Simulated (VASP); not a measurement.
Wanted: the native input for a VASP 6.6.1 run.

```yaml
Task: single point
Functional: LDA
Potentials_or_basis: VASP PAW LDA potentials, release 64 (Be, S)
Cutoff: 600 eV
k_mesh: 4 × 4 × 4
Occupations: fermi-dirac, width 0.02 eV
Spin: no spin polarisation
Dipole_correction: no
Further_INCAR_settings: ALGO = Normal; EDIFF = 1e-06; NBANDS = 11
```

The structure of BeS lies in POSCAR:

```
BeS
1.0
    2.9413850405      0.0000000000      0.0000000000
    0.0000000000      2.9413850405      0.0000000000
    0.0000000000      0.0000000000      2.9413850405
Be S
1 1
Direct
    0.0000000000      0.0000000000      0.0000000000
    0.5000000000      0.5000000000      0.5000000000
```

These files were run (other wordings do the same):

INCAR

```
PREC     = Accurate       # precision mode
ENCUT    = 600            # plane-wave cutoff, eV
EDIFF    = 1E-6           # SCF threshold, eV
ISMEAR   = -1             # smearing method
SIGMA    = 0.02           # smearing width, eV
LREAL    = False          # projectors in reciprocal space
LASPH    = True           # aspherical terms in the spheres
NELM     = 120            # most SCF steps
ALGO     = Normal         # electronic algorithm
ISIF     = 2              # what is computed and relaxed
LWAVE    = False          # write WAVECAR
LCHARG   = False          # write CHGCAR
NBANDS   = 11             # bands
GGA_COMPAT= False
```

KPOINTS

```
Automatic mesh
0
Gamma
  4 4 4
```

Potentials or basis: VASP PAW LDA potentials, release 64 (Be, S).

Run with:

```bash
$ cat potpaw_LDA.64/Be/POTCAR potpaw_LDA.64/S/POTCAR > POTCAR
$ mpirun -np 1 vasp_std > vasp.out
```

Results of the run:

The pressure is -6.0 GPa and the band gap on the k mesh is zero (band 4 reaches 7.87 eV, above the bottom of band 5 at 6.08 eV).

Caveat: the k points lie up to 0.53 Å⁻¹ apart.

It took 3.7 s on 1 thread of Intel Xeon 8259CL (shared host), peak memory 0.12 GiB.
